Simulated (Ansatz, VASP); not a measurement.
**Si4Ge: VASP beside Ansatz**

Contents of INCAR:

```
SYSTEM = Si4Ge
  PREC = Accurate
  ENCUT = 600
  EDIFF = 1E-7
  ISMEAR = 0
  SIGMA = 0.1
  LREAL = .FALSE.
  LASPH = .TRUE.
  NELM = 100
  ALGO = Normal
  ISIF = 3
  LWAVE = .FALSE.
  LCHARG = .FALSE.
  GGA = PE
  IBRION = 2
  NSW = 90
  EDIFFG = -0.04
```

File KPOINTS:

```
regular mesh
0
G
  4 4 4
  0 0 0
```

File POSCAR:

```
Si4Ge
1.0
   -2.7345146700      2.7345146700      2.7345146700
    2.7345146700     -2.7345146700      2.7345146700
    2.7345146700      2.7345146700     -2.7345146700
Si Ge
4 1
Direct
    0.0000000000      0.0000000000      0.5000000000
    0.0000000000      0.5000000000      0.0000000000
    0.5000000000      0.0000000000      0.0000000000
    0.5000000000      0.5000000000      0.5000000000
    0.0000000000      0.0000000000      0.0000000000
```

Input for Ansatz:

```yaml
crystal:
  lattice:
    - [-2.73451467, 2.73451467, 2.73451467]
    - [2.73451467, -2.73451467, 2.73451467]
    - [2.73451467, 2.73451467, -2.73451467]
  atoms:
    - { symbol: Si, position: [0.0, 0.0, 0.5] }
    - { symbol: Si, position: [0.0, 0.5, 0.0] }
    - { symbol: Si, position: [0.5, 0.0, 0.0] }
    - { symbol: Si, position: [0.5, 0.5, 0.5] }
    - { symbol: Ge, position: [0.0, 0.0, 0.0] }
basis:
  ecutwfc: 420
kpoints:
  mp_grid: { grid: [4, 4, 4] }
hamiltonian:
  xc: pbe
scf:
  occupations: { method: gaussian, width: 0.1 }
  lower_state_search: "off"
output:
  forces: true
  stress: true
  eigenvalues: true
relax:
  adjacent_minimum: "off"
  f_tol: 0.04
  max_steps: 70
  cell: { stress_tol: 0.4 }
```

Change from the starting cell: species swapped into the CrGa4 type (Im-3m, No. 229).

Alike in both runs: task relaxation of cell and atoms; functional PBE; k mesh 4 × 4 × 4; occupations gaussian, width 0.1 eV; no spin polarisation.

|  | VASP | Ansatz |
| --- | --- | --- |
| version | VASP 6.6.1 | Ansatz 0.2.0 |
| potentials or method | VASP PAW PBE potentials, release 64 (Si, Ge_d), cutoff 600 eV | scalar-relativistic, plane waves, PAW |
| valence electrons in the cell | 30 | 30 |

Ansatz gave:

| Quantity | Value |
| --- | --- |
| gap on the k mesh at the Fermi level, each at its own relaxed structure (eV) | none |
| relaxed volume (Å³/atom) | 18.75 |
| relaxed length of the cell vector where the two differ most in proportion (Å) | 4.957 |

Q: Estimate VASP's values.

A: gap on the k mesh at the Fermi level, each at its own relaxed structure (eV): none; relaxed volume (Å³/atom): 18.84; relaxed length of the cell vector where the two differ most in proportion (Å): 4.965.

A gap of «none» marks a metal or a gap that the smearing closes.

The k mesh is coarse, so the values compare programs but aren't converged. Noted on VASP's run: the volume moved by over 15 % at a fixed basis, so the end points are rough.
